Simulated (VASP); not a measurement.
Ti3Ag: single point with LDA

The system is Ti3Ag.

```
Ti Ag
1.0
     4.09881    0.00000    0.00000
     0.00000    4.09881    0.00000
     0.00000    0.00000    4.09881
Ti Ag
3 1
Direct
  0.50000 0.50000 0.00000
  0.50000 0.00000 0.50000
  0.00000 0.50000 0.50000
  0.00000 0.00000 0.00000
```

```yaml
Program: VASP 6.6.1
Task: single point
Functional: LDA
Potentials_or_basis: VASP PAW LDA potentials, release 64 (Ti_sv, Ag)
Cutoff: 520 eV
k_mesh: 4 × 4 × 4
Occupations: gaussian, width 0.2 eV
Spin: no spin polarisation
Dipole_correction: no
Further_INCAR_settings: ALGO = Normal; EDIFF = 1e-06; NBANDS = 32
```

```yaml
Pressure: -9.0 GPa
```

Levels at points of the mesh, in eV from the Fermi level:
| k point | band 19 | band 20 | band 21 | band 22 | band 23 | band 24 | band 25 | band 26 | band 27 | band 28 |
| --- | --- | --- | --- | --- | --- | --- | --- | --- | --- | --- |
| (0.00, 0.00, 0.00) | -2.81 | -0.56 | -0.56 | -0.56 | -0.12 | -0.12 | 2.21 | 2.21 | 2.21 | 2.46 |
| (0.50, 0.00, 0.00) | -3.81 | -1.65 | -0.64 | -0.64 | -0.64 | 0.77 | 0.77 | 0.78 | 1.01 | 1.60 |
| (0.50, 0.50, 0.00) | -2.37 | -2.37 | -1.15 | -0.71 | -0.35 | -0.13 | -0.13 | 1.01 | 1.01 | 1.53 |
| (0.50, 0.50, 0.50) | -1.07 | -1.07 | -1.07 | 0.21 | 0.21 | 0.21 | 0.63 | 0.63 | 0.63 | 0.83 |

Wall time 15 s on 1 thread of AMD EPYC 7R13 Processor (Zen 3), with other jobs on the host, peak memory 0.12 GiB.

Caveat: the k points lie up to 0.38 Å⁻¹ apart.
